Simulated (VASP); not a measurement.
Write the native input for VASP 6.6.1 that does the following.

| Item | Value |
| --- | --- |
| Task | single point |
| Functional | PBEsol |
| Potentials or basis | VASP PAW PBE potentials, release 64 (Si) |
| Cutoff | 500 eV |
| k mesh | 6 × 6 × 6 |
| Occupations | gaussian, width 0.01 eV |
| Spin | no spin polarisation |
| Dipole correction | no |
| Further INCAR settings | ALGO = Normal; EDIFF = 1e-06; NBANDS = 11 |

The structure of Si lies in POSCAR:

```
Si
1.0
    0.0000000000      2.7404286781      2.7404286781
    2.7404286781      0.0000000000      2.7404286781
    2.7404286781      2.7404286781      0.0000000000
Si
2
Direct
    0.7500000000      0.7500000000      0.7500000000
    0.5000000000      0.5000000000      0.5000000000
```

One way to write it, as run:

INCAR

```
SYSTEM = Si
PREC     = Accurate       ! precision mode
ENCUT    = 500            ! plane-wave cutoff, eV
EDIFF    = 1E-6           ! SCF threshold, eV
ISMEAR   = 0              ! smearing method
SIGMA    = 0.01           ! smearing width, eV
LREAL    = .FALSE.        ! projectors in reciprocal space
LASPH    = .TRUE.         ! aspherical terms in the spheres
NELM     = 120            ! most SCF steps
ALGO     = Normal         ! electronic algorithm
ISIF     = 2              ! what is computed and relaxed
LWAVE    = .FALSE.        ! write WAVECAR
LCHARG   = .FALSE.        ! write CHGCAR
GGA      = PS             ! functional
NBANDS   = 11             ! bands
GGA_COMPAT= .FALSE.
```

KPOINTS

```
regular mesh
0
G
  6 6 6
  0 0 0
```

Potentials or basis: VASP PAW PBE potentials, release 64 (Si).

The run is started by

```console
$ cat potpaw_PBE.64/Si/POTCAR > POTCAR
$ mpirun -np 1 vasp_std > vasp.out
```

It gave:

* Pressure: -2.1 GPa
* Band gap on the k mesh: 0.64 eV, indirect (least direct gap 2.50 eV)

Caveat: the PAW data sets were made with another functional, which shifts forces and pressure a little.

Run time: 10 s on 1 thread of Intel Xeon 8259CL (shared host), peak memory 0.14 GiB.
